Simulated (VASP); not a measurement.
Input of a VASP 6.6.1 run:

INCAR

```
SYSTEM = PtBr2
  PREC = Accurate
  ENCUT = 520
  EDIFF = 1E-6
  ISMEAR = 0
  SIGMA = 0.1
  LREAL = .FALSE.
  LASPH = .TRUE.
  NELM = 150
  ALGO = Normal
  ISIF = 2
  LWAVE = .FALSE.
  LCHARG = .TRUE.
  ISPIN = 2
  MAGMOM = 1 0 0
  LORBIT = 11
  LMAXMIX = 4
  GGA = PE
  LELF = .TRUE.
  LVHAR = .TRUE.
  NBANDS = 23
```

The input KPOINTS:

```
regular mesh
0
G
  6 6 4
  0 0 0
```

File POSCAR:

```
PtBr2
1.0
    3.6783694800      0.0000000000      0.0000000000
    0.0000000000      3.6783694800      0.0000000000
    0.0000000000      0.0000000000      5.2020000000
Pt Br
1 2
Direct
    0.0000000000      0.0000000000      0.0000000000
    0.0000000000      0.0000000000      0.5000000000
    0.5000000000      0.5000000000      0.0000000000
```

Potentials or basis: VASP PAW PBE potentials, release 64 (Pt, Br).

The run is started by

```sh
$ cat potpaw_PBE.64/Pt/POTCAR potpaw_PBE.64/Br/POTCAR > POTCAR
$ mpirun -np 1 vasp_std > vasp.out
```

Q: Predict the band gap on the k mesh.

A: Zero (filled and empty bands overlap).

Q: Predict the pressure.

A: 2.9 GPa.

Stress tensor (GPa, compression positive):
```
 5.84  0.00  0.00
 0.00  5.84  0.00
 0.00  0.00 -2.89
```

Caveat: spin-orbit coupling is left out, which moves the levels of the heavy elements.
